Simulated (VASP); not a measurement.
A run of VASP 6.6.1 is set up as follows.

The input INCAR:

```
SYSTEM = SnO2
ALGO = Normal ; EDIFF = 1E-6
ENCUT = 520 ; GGA = PE
ISIF = 2 ; ISMEAR = 0
LASPH = .True. ; LCHARG = .False.
LREAL = .False. ; LWAVE = .False.
NBANDS = 35 ; NELM = 60
PREC = Accurate ; SIGMA = 0.05
```

KPOINTS

```
k-points
0
Gamma
  6 6 8
  0 0 0
```

POSCAR

```
SnO2
1.0
    4.8277932898      0.0000000000      0.0000000000
    0.0000000000      4.8278069739      0.0000000000
    0.0000000000      0.0000000000      3.2379014683
Sn O
2 4
Direct
    0.4960558874      0.4949176847      0.5000000000
    0.0039507310     -0.0050874579      0.0000000000
    0.2785125316      0.3378074343      0.0000000000
    0.8100000307      0.1999216040      0.5000000000
    0.2214629145      0.8377869579      0.5000000000
    0.6899754155      0.6999420804      0.0000000000
```

Potentials or basis: VASP PAW PBE potentials, release 64 (Sn_d, O).

Command:

```sh
$ cat potpaw_PBE.64/Sn_d/POTCAR potpaw_PBE.64/O/POTCAR > POTCAR
$ mpirun -np 1 vasp_std > vasp.out
```

(1) Estimate the largest force.

(2) Predict the pressure.

(3) Estimate the band gap on the k mesh.

Answers

(1) 0.585 eV/Å.

(2) 0.1 GPa.

(3) 0.75 eV.

Caveat: the cell differs from its parent crystal (atoms displaced along several vibrational modes); semilocal functionals underestimate gaps, and a narrow one can read as zero; spin-orbit coupling is left out, which moves the levels of the heavy elements.
